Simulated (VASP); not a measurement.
A run of VASP 6.6.1 is set up as follows.

Contents of INCAR:

```
SYSTEM = GaN
  PREC = Accurate
  ENCUT = 520
  EDIFF = 1E-6
  ISMEAR = -1
  SIGMA = 0.02
  LREAL = .FALSE.
  LASPH = .TRUE.
  NELM = 60
  ALGO = Normal
  ISIF = 2
  LWAVE = .FALSE.
  LCHARG = .FALSE.
  GGA = PE
  NBANDS = 16
```

File KPOINTS:

```
Automatic mesh
0
G
  10 10 10
  0 0 0
```

The input POSCAR:

```
GaN
1.0
    2.7446329327      0.0000000000      0.0000000000
    0.0000000000      2.7446329327      0.0000000000
    0.0000000000      0.0000000000      2.7446329327
Ga N
1 1
Direct
    0.0000000000      0.0000000000      0.0000000000
    0.5000000000      0.5000000000      0.5000000000
```

Potentials or basis: VASP PAW PBE potentials, release 64 (Ga_d, N).

The run is started by

```sh
$ cat potpaw_PBE.64/Ga_d/POTCAR potpaw_PBE.64/N/POTCAR > POTCAR
$ mpirun -np 1 vasp_std > vasp.out
```

**Question.** What does it give for the band gap on the k mesh?

**Answer.** Zero (bands 9 and 10 overlap by 1.58 eV).

**Question.** What does it give for the pressure?

**Answer.** 0.4 GPa.

Caveat: the structure was generated, so it needn't be the stable form of GaN.
